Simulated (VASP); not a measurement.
The system is Fe.

```
Fe
1.0
     0.00000    1.75523    1.75523
     1.75523    0.00000    1.75523
     1.75523    1.75523    0.00000
Fe
1
Direct
  0.00000 0.00000 0.00000
```

```yaml
Program: VASP 6.6.1
Task: relaxation of cell and atoms
Functional: PBE
Dispersion: D3(BJ)
Potentials_or_basis: VASP PAW PBE potentials, release 64 (Fe)
Cutoff: 600 eV
k_mesh: 9 × 9 × 9
Occupations: methfessel-paxton, width 0.01 eV
Spin: no spin polarisation
```

At the start: pressure -19.8 GPa; volume 10.82 Å³/atom.

How do energy, volume and symmetry change on relaxing?

Over 4 steps the energy falls by 54.4 meV/atom and the volume is 10.00 Å³/atom (-7.5 %); space group Fm-3m (No. 225, to 0.05 Å).

Step by step:
```csv
step,energy change (eV),largest force (eV/Å),pressure (GPa),volume (Å³)
1,0.0000,0.0000,-19.83,10.82
2,0.1024,0.0000,49.15,8.85
3,-0.0544,0.0000,-0.76,10.03
4,-0.0544,0.0000,-0.15,10.00
```

Final structure:
```
Fe
1.0
     0.00000    1.71025    1.71025
     1.71025    0.00000    1.71025
     1.71025    1.71025    0.00000
Fe
1
Direct
  0.00000 0.00000 0.00000
```

Caveat: the run has no spin polarisation, though such a crystal can be magnetic; pairwise dispersion overbinds metals, which lowers pressure and volume.
